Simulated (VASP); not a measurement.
Runs of VASP 6.6.1 on KIr (CsCl type). The structure is that of space group Pm-3m (No. 221), or close to it. The cells are those of the table. 

| task | spin | cell | cutoff (eV) | gap on the mesh (eV) | pressure (GPa) | moment (μB) |
| --- | --- | --- | --- | --- | --- | --- |
| single point | off | a = 3.446 Å, 2 atoms | 520 | none | 0.5 | - |
| single point | non-collinear, zero start, SOC | a = 3.446 Å, 2 atoms | 520 | - | 1.8 | 0.00 |
| electric field gradients | off | a = 3.446 Å, 2 atoms | 520 | none | 0.5 | - |
| relaxation of cell and atoms | off | relaxed from a = 3.446 Å, 2 atoms | 600 | none | 0.0 | - |
| single point | non-collinear, zero start, SOC | a = 3.475 Å, 2 atoms | 520 | - | 0.4 | 0.00 |
| single point | off | a = 3.482 Å, 2 atoms | 520 | none | (a) | - |

Alike in all rows: level LDA; potentials or basis VASP PAW LDA potentials, release 64 (K_sv, Ir); k mesh 10 × 10 × 10; smearing fermi-dirac 0.05 eV.

Q: Fill in the values left out.

A: (a) -1.1.

Caveats: spin-orbit coupling is left out, which moves the levels of the heavy elements (at least some runs).

A k mesh can miss the band edges, and rows without SOC leave out spin-orbit coupling on Ir.

A gap of «none» marks levels without a gap at the run's occupations.
